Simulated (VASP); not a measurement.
# Ge (Cmmm) in VASP: a series of runs, part 2 of 2

VASP 6.6.1.

**3. Single point, PBEsol**

This run uses another cell than the first one, of 18.04 Å³/atom, 1.045 times its volume.

INCAR

```
ALGO = Normal ; EDIFF = 1E-7
ENCUT = 520 ; GGA = PS
ISIF = 2 ; ISMEAR = -1
LASPH = True ; LCHARG = False
LREAL = False ; LWAVE = False
NBANDS = 13 ; NELM = 60
PREC = Accurate ; SIGMA = 0.2
```

KPOINTS

```
k-points
0
Gamma
  12 12 11
```

POSCAR

```
Ge
1.0
    1.3588515060     -2.5292328040      0.0000000000
    1.3588515060      2.5292328040      0.0000000000
    0.0000000000      0.0000000000      2.6242693212
Ge
1
Direct
    0.5000000000      0.5000000000      0.0000000000
```

Potentials or basis: VASP PAW PBE potentials, release 64 (Ge_d).

The run is started by

```
$ cat potpaw_PBE.64/Ge_d/POTCAR > POTCAR
$ mpirun -np 1 vasp_std > vasp.out
```

Run time: 22 s. Hardware: 1 thread of Intel Xeon Platinum 8559C (Emerald Rapids), shared host; peak memory 0.17 GiB.

Results (log left out):

| Item | Value |
| --- | --- |
| Free energy | -4.7696 eV |
| Pressure | 1.8 GPa |
| Band gap on the k mesh | zero (band 7 reaches 14.09 eV, above the bottom of band 8 at 3.44 eV) |

Stress tensor (GPa, compression positive):
```
 3.55  0.00  0.00
 0.00 -0.92  0.00
 0.00  0.00  2.85
```

Levels at points of the mesh, in eV from the Fermi level:
```tsv
k point	band 3	band 4	band 5	band 6	band 7	band 8	band 9	band 10	band 11	band 12
(0.00, 0.00, 0.00)	-24.61	-24.48	-24.46	-13.60	7.09	7.71	9.36	10.51	13.02	15.57
(0.50, 0.00, 0.00)	-24.53	-24.49	-24.48	-7.98	-5.83	3.63	7.68	11.45	16.98	17.49
(0.50, 0.50, 0.00)	-24.53	-24.50	-24.47	-8.92	-6.07	5.55	9.47	10.71	16.67	16.74
```

Caveat: the PAW data sets were made with another functional, which shifts forces and pressure a little.

**4. Single point, PBEsol**

This run uses another cell than the first one, of 18.82 Å³/atom, 1.091 times its volume.

INCAR

```
SYSTEM = Ge
PREC = Accurate
ENCUT = 520
EDIFF = 1E-6
ISMEAR = -1
SIGMA = 0.2
LREAL = .FALSE.
LASPH = .TRUE.
NELM = 80
ALGO = Normal
ISIF = 2
LWAVE = .FALSE.
LCHARG = .FALSE.
GGA = PS
NBANDS = 13
```

KPOINTS

```
Automatic mesh
0
G
  12 12 11
  0 0 0
```

POSCAR

```
Ge
1.0
    1.3782662934     -2.5653695835      0.0000000000
    1.3782662934      2.5653695835      0.0000000000
    0.0000000000      0.0000000000      2.6617639486
Ge
1
Direct
    0.5000000000      0.5000000000      0.0000000000
```

The run is started by

```
$ cat potpaw_PBE.64/Ge_d/POTCAR > POTCAR
$ mpirun -np 1 vasp_std > vasp.out
```

It took 21 s on 1 thread of Intel Xeon Platinum 8559C (Emerald Rapids), shared host; peak memory 0.17 GiB.

It converged, with:

```yaml
Free_energy: -4.7712 eV
Pressure: -1.5 GPa
Band_gap_on_the_k_mesh: zero (band 7 reaches 13.38 eV, above the bottom of band 8 at 3.15 eV)
```

Stress tensor (GPa, compression positive):
```
-0.10  0.00  0.00
 0.00 -3.76  0.00
 0.00  0.00 -0.51
```

Levels at points of the mesh, in eV from the Fermi level:
| k point | band 5 | band 6 | band 7 | band 8 | band 9 | band 10 |
| --- | --- | --- | --- | --- | --- | --- |
| (0.00, 0.00, 0.00) | -24.45 | -13.22 | 6.86 | 7.40 | 8.98 | 10.34 |
| (0.50, 0.00, 0.00) | -24.47 | -7.89 | -5.56 | 3.53 | 7.56 | 10.96 |
| (0.50, 0.50, 0.00) | -24.46 | -8.79 | -5.79 | 5.37 | 9.30 | 10.26 |

Caveat: the PAW data sets were made with another functional, which shifts forces and pressure a little.

**5. Single point, PBEsol**

This run uses another cell than the first one, of 19.61 Å³/atom, 1.136 times its volume.

INCAR

```
  ALGO = Normal
  EDIFF = 1E-6
  ENCUT = 520
  GGA = PS
  ISIF = 2
  ISMEAR = -1
  LASPH = T
  LCHARG = F
  LREAL = F
  LWAVE = F
  NBANDS = 13
  NELM = 80
  PREC = Accurate
  SIGMA = 0.2
```

KPOINTS

```
k-points
0
Gamma
  12 12 11
```

POSCAR

```
Ge
1.0
    1.3971490000     -2.6005160000      0.0000000000
    1.3971490000      2.6005160000      0.0000000000
    0.0000000000      0.0000000000      2.6982310000
Ge
1
Direct
    0.5000000000      0.5000000000      0.0000000000
```

The run is started by

```
$ cat potpaw_PBE.64/Ge_d/POTCAR > POTCAR
$ mpirun -np 1 vasp_std > vasp.out
```

Run time: 21 s. Hardware: 1 thread of Intel Xeon Platinum 8559C (Emerald Rapids), shared host; peak memory 0.18 GiB.

It converged, with:

```
Free energy            : -4.7585 eV
Pressure               : -4.0 GPa
Band gap on the k mesh : zero (band 7 reaches 12.72 eV, above the bottom of band 8 at 2.88 eV)
```

Stress tensor (GPa, compression positive):
```
-3.02  0.00  0.00
 0.00 -5.98  0.00
 0.00  0.00 -3.14
```

Levels at points of the mesh, in eV from the Fermi level:
```csv
k point,band 5,band 6,band 7,band 8,band 9,band 10
"(0.00, 0.00, 0.00)",-24.44,-12.88,6.64,7.12,8.62,10.17
"(0.50, 0.00, 0.00)",-24.46,-7.81,-5.31,3.43,7.45,10.51
"(0.50, 0.50, 0.00)",-24.44,-8.67,-5.52,5.20,9.13,9.85
```

Caveat: the PAW data sets were made with another functional, which shifts forces and pressure a little.

**6. Single point, PBEsol**

This run uses another cell than the first one, of 20.39 Å³/atom, 1.182 times its volume.

INCAR

```
SYSTEM = Ge
  PREC = Accurate
  ENCUT = 520
  EDIFF = 1E-6
  ISMEAR = -1
  SIGMA = 0.2
  LREAL = .FALSE.
  LASPH = .TRUE.
  NELM = 100
  ALGO = Normal
  ISIF = 2
  LWAVE = .FALSE.
  LCHARG = .FALSE.
  GGA = PS
  NBANDS = 13
```

KPOINTS

```
regular mesh
0
G
  12 12 11
  0 0 0
```

POSCAR

```
Ge
1.0
    1.4155346479     -2.6347372402      0.0000000000
    1.4155346479      2.6347372402      0.0000000000
    0.0000000000      0.0000000000      2.7337381113
Ge
1
Direct
    0.5000000000      0.5000000000      0.0000000000
```

Potentials or basis: VASP PAW PBE potentials, release 64 (Ge_d).

The run is started by

```
$ cat potpaw_PBE.64/Ge_d/POTCAR > POTCAR
$ mpirun -np 1 vasp_std > vasp.out
```

OUTCAR:

```text
SYSTEM = Ge
   PREC = Accurate
   ENCUT = 520
   EDIFF = 1E-6
   ISMEAR = -1
   LREAL = .FALSE.
   LASPH = .TRUE.
   NELM = 100
   ISIF = 2
   GGA = PS

 ion  position               nearest neighbor table
   1  0.500  0.500  0.000-

  LATTYP: Found a base centered orthorhombic cell.
 ALAT       =     2.8310692958
 B/A-ratio  =     1.8613018368
 C/A-ratio  =     0.9656203454

  Lattice vectors:

 A1 = (   1.4155346479,  -2.6347372402,   0.0000000000)
 A2 = (   1.4155346479,   2.6347372402,   0.0000000000)
 A3 = (   0.0000000000,   0.0000000000,   2.7337381113)
[... 555 lines left out ...]
      6      -4.0445      2.00000
      7       4.4329      1.99595
      8       6.3972      0.05214
      9      14.5948      0.00000
     10      18.1159      0.00000
     11      19.2061      0.00000
     12      24.1001      0.00000
     13      24.8982      0.00000

 [... further k-points ...]
[... 5 lines left out ...]
  --------------------------------------------------------------------------------------
  -------------------------------------------------------------------------------------
  Total       -0.6808017     -0.9839689     -0.6649081      0.0000000      0.0000000      0.0000000
  in kB      -53.4917112    -77.3120620    -52.2429286      0.0000000      0.0000000      0.0000000
  external PRESSURE =     -61.0155673 kB  Pullay stress =       0.0000000 kB

 VOLUME and BASIS-vectors are now :
 -----------------------------------------------------------------------------
  energy-cutoff  :      520.00
  volume of cell :       20.39
      direct lattice vectors                 reciprocal lattice vectors
     1.415534648 -2.634737240  0.000000000     0.353223427 -0.189772245  0.000000000
     1.415534648  2.634737240  0.000000000     0.353223427  0.189772245  0.000000000
     0.000000000  0.000000000  2.733738111     0.000000000  0.000000000  0.365799487

 POSITION                                       TOTAL-FORCE (eV/Angst)
 -----------------------------------------------------------------------------------
      1.41553      0.00000      0.00000        -0.000000      0.000000      0.000000
 -----------------------------------------------------------------------------------
    total drift:                               -0.000000     -0.000000     -0.000000

  FREE ENERGIE OF THE ION-ELECTRON SYSTEM (eV)
  ---------------------------------------------------
  free  energy   TOTEN  =        -4.7343507082 eV

  energy  without entropy=       -4.6720390547  energy(sigma->0) =       -4.70319488
```

stdout:

```text
POSCAR found type information on POSCAR Ge
 POSCAR found :  1 types and       1 ions
 scaLAPACK will be used
 -----------------------------------------------------------------------------
|                                                                             |
|                                                                             |
|     You enforced a specific xc type in the INCAR file but a different       |
|     I HOPE YOU KNOW WHAT YOU ARE DOING!                                     |
|                                                                             |
 -----------------------------------------------------------------------------

 LDA part: xc-table for (Slater+PW92), standard interpolation
 POSCAR, INCAR and KPOINTS ok, starting setup
 FFT: planning ... GRIDC
 FFT: planning ... GRID_SOFT
 FFT: planning ... GRID
 WAVECAR not read
 entering main loop
```

It took 18 s on 1 thread of Intel Xeon Platinum 8559C (Emerald Rapids), shared host; peak memory 0.17 GiB.

What came out:

```
Free energy            : -4.7344 eV
Pressure               : -6.1 GPa
Band gap on the k mesh : zero (band 7 reaches 12.11 eV, above the bottom of band 8 at 2.63 eV)
```

Caveat: the PAW data sets were made with another functional, which shifts forces and pressure a little.

**7. The runs side by side**

```tsv
cell	gap on the mesh (eV)	pressure (GPa)
a = 2.829, b = 2.829, c = 2.586 Å, angles 90.0, 90.0, 123.5°, 1 atom	none	6.0
a = 2.871, b = 2.871, c = 2.624 Å, angles 90.0, 90.0, 123.5°, 1 atom	none	1.8
a = 2.912, b = 2.912, c = 2.662 Å, angles 90.0, 90.0, 123.5°, 1 atom	none	-1.5
a = 2.952, b = 2.952, c = 2.698 Å, angles 90.0, 90.0, 123.5°, 1 atom	none	-4.0
a = 2.991, b = 2.991, c = 2.734 Å, angles 90.0, 90.0, 123.5°, 1 atom	none	-6.1
```

Alike in all rows: task single point; level PBEsol; potentials or basis VASP PAW PBE potentials, release 64 (Ge_d); no spin polarisation; k mesh 12 × 12 × 11; cutoff (eV) 520; smearing fermi-dirac 0.2 eV.

Caveats: the PAW data sets were made with another functional, which shifts forces and pressure a little.

Total energies depend on the potentials used, so only differences within one code and one set of settings carry meaning.
